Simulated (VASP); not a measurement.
Write the native input for VASP 6.6.1 that does the following.

```
Task                   : single point
Functional             : PBEsol
Dispersion             : D3(BJ)
Potentials or basis    : VASP PAW PBE potentials, release 64 (W_sv, S)
Cutoff                 : 520 eV
k mesh                 : 12 × 12 × 12
Occupations            : gaussian, width 0.05 eV
Spin                   : no spin polarisation
Dipole correction      : no
Further INCAR settings : ALGO = Normal; EDIFF = 1e-07; NBANDS = 20
```

The structure of WS2 lies in POSCAR:

```
WS2
1.0
    1.6579504035      0.9572181118      6.1633300000
   -1.6579504035      0.9572181118      6.1633300000
    0.0000000000     -1.9144362235      6.1633300000
W S
1 2
Direct
    0.0000000000      0.0000000000      0.0000000000
    0.7503000000      0.7503000000      0.7503000000
    0.5810000000      0.5810000000      0.5810000000
```

This cell differs from its parent crystal: strain +0.050 along x and y, +0.000 along z.

The input as run:

INCAR

```
SYSTEM = WS2
  PREC = Accurate
  ENCUT = 520
  EDIFF = 1E-7
  ISMEAR = 0
  SIGMA = 0.05
  LREAL = .FALSE.
  LASPH = .TRUE.
  NELM = 80
  ALGO = Normal
  ISIF = 2
  LWAVE = .FALSE.
  LCHARG = .TRUE.
  GGA = PS
  IVDW = 12
  LELF = .TRUE.
  LVHAR = .TRUE.
  NBANDS = 20
```

KPOINTS

```
Automatic mesh
0
G
  12 12 12
  0 0 0
```

Potentials or basis: VASP PAW PBE potentials, release 64 (W_sv, S).

Command:

```sh
$ cat potpaw_PBE.64/W_sv/POTCAR potpaw_PBE.64/S/POTCAR > POTCAR
$ mpirun -np 1 vasp_std > vasp.out
```

Results of the run:

```
Pressure                   : -16.2 GPa
Largest force              : 1.218 eV/Å
Band gap on the k mesh     : 0.61 eV (least direct gap 1.41 eV)
Dispersion energy per atom : -0.348 eV
```

Caveat: the cell differs from its parent crystal (strain +0.050 along x and y, +0.000 along z); the stress differs along the axes, from -19 to -11 GPa; the PAW data sets were made with another functional, which shifts forces and pressure a little; spin-orbit coupling is left out, which moves the levels of the heavy elements.

Run time: 10 min on 1 thread of AMD EPYC 7R43 64-Core Processor (Zen 3), on a shared host, peak memory 0.41 GiB.
